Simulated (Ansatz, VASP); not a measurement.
## Two plane-wave programs on Au

File INCAR:

```
PREC = Accurate
ENCUT = 520
EDIFF = 1E-6
ISMEAR = 0
SIGMA = 0.15
LREAL = False
LASPH = True
NELM = 80
ALGO = Fast
ISIF = 2
LWAVE = False
LCHARG = False
GGA = PE
NBANDS = 18
```

KPOINTS

```
regular mesh
0
Gamma
  18 18 10
```

The input POSCAR:

```
Au
1.0
    2.8999984104      0.0000000000      0.0000000000
   -1.4499992052      2.5114722944      0.0000000000
    0.0000000000      0.0000000000      4.8800000000
Au
2
Direct
    0.3333333333      0.6666666667      0.7500000000
    0.6666666667      0.3333333333      0.2500000000
```

Input for Ansatz:

```yaml
crystal:
  lattice:
    - [2.8999984104, 0.0, 0.0]
    - [-1.4499992052, 2.5114722944, 0.0]
    - [0.0, 0.0, 4.88]
  atoms:
    - { symbol: Au, position: [0.3333333333, 0.6666666667, 0.75] }
    - { symbol: Au, position: [0.6666666667, 0.3333333333, 0.25] }
basis:
  ecutwfc: 420
kpoints:
  mp_grid: { grid: [18, 18, 10] }
hamiltonian:
  xc: pbe
scf:
  occupations: { method: gaussian, width: 0.15 }
output:
  forces: true
  stress: true
  eigenvalues: true
```

Alike in both runs: task single point; functional PBE; k mesh 18 × 18 × 10; occupations gaussian, width 0.15 eV; no spin polarisation.

|  | VASP | Ansatz |
| --- | --- | --- |
| version | VASP 6.6.1 | Ansatz 0.2.0 |
| potentials or method | VASP PAW PBE potentials, release 64 (Au), cutoff 520 eV | scalar-relativistic, plane waves, PAW |
| valence electrons in the cell | 22 | 38 |

```csv
,VASP,Ansatz,Ansatz less VASP
gap on the k mesh at the Fermi level (eV),none,none,-
pressure (GPa),1.8,1.9,+0.16
"traceless stress, the component that is largest in VASP (GPa)",-0.21,-0.20,+0.008
```

A gap of «none» marks a metal or a gap that the smearing closes. VASP's potentials hold 22 valence electrons a cell and Ansatz's 38, so a difference there can come from the potentials and not from the codes.

Neither program's run includes spin-orbit coupling.
